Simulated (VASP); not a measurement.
Here is a VASP 6.6.1 calculation.

File POSCAR:

```
GaP
1.0
    0.0000000000      2.7125899190      2.7253992957
    2.7125899190      0.0000000000      2.7253992957
    2.7125899190      2.7125899190      0.0000000000
Ga P
1 1
Direct
    0.0000000000      0.0000000000      0.0000000000
    0.2500000000      0.2500000000      0.2500000000
```

The input INCAR.step1:

```
PREC = Accurate ; ENCUT = 520
ISMEAR = 0 ; SIGMA = 0.01
LREAL = F ; LASPH = T
NELM = 100 ; NBANDS = 16
GGA = PE ; ALGO = Normal
EDIFF = 1E-4 ; LWAVE = T
LCHARG = F
```

The input INCAR.step2:

```
PREC = Accurate ; ENCUT = 520
EDIFF = 1E-6 ; ISMEAR = 0
SIGMA = 0.01 ; LREAL = F
LASPH = T ; NELM = 100
ALGO = Normal ; ISIF = 2
LWAVE = F ; LCHARG = T
METAGGA = R2SCAN ; LMIXTAU = T
LELF = T ; LVHAR = T
NBANDS = 16 ; ISTART = 1
```

File KPOINTS:

```
regular mesh
0
Gamma
  8 8 8
```

Potentials or basis: VASP PAW PBE potentials, release 64 (Ga_d, P).

The run is started by

```console
$ cat potpaw_PBE.64/Ga_d/POTCAR potpaw_PBE.64/P/POTCAR > POTCAR
$ cp INCAR.step1 INCAR
$ mpirun -np 1 vasp_std > vasp.out
$ cp INCAR.step2 INCAR
$ mpirun -np 1 vasp_std > vasp.out
```

Predict the band gap on the k mesh.

1.86 eV, indirect (least direct gap 2.42 eV).

Estimate the pressure.

0.8 GPa.

Stress tensor (GPa, compression positive):
```
0.95 0.00 0.00
0.00 0.95 0.00
0.00 0.00 0.57
```

Caveat: the cell differs from its parent crystal (biaxial xy strain -0.5%); the PAW data sets were made with another functional, which shifts forces and pressure a little. A k mesh can miss the band edges.
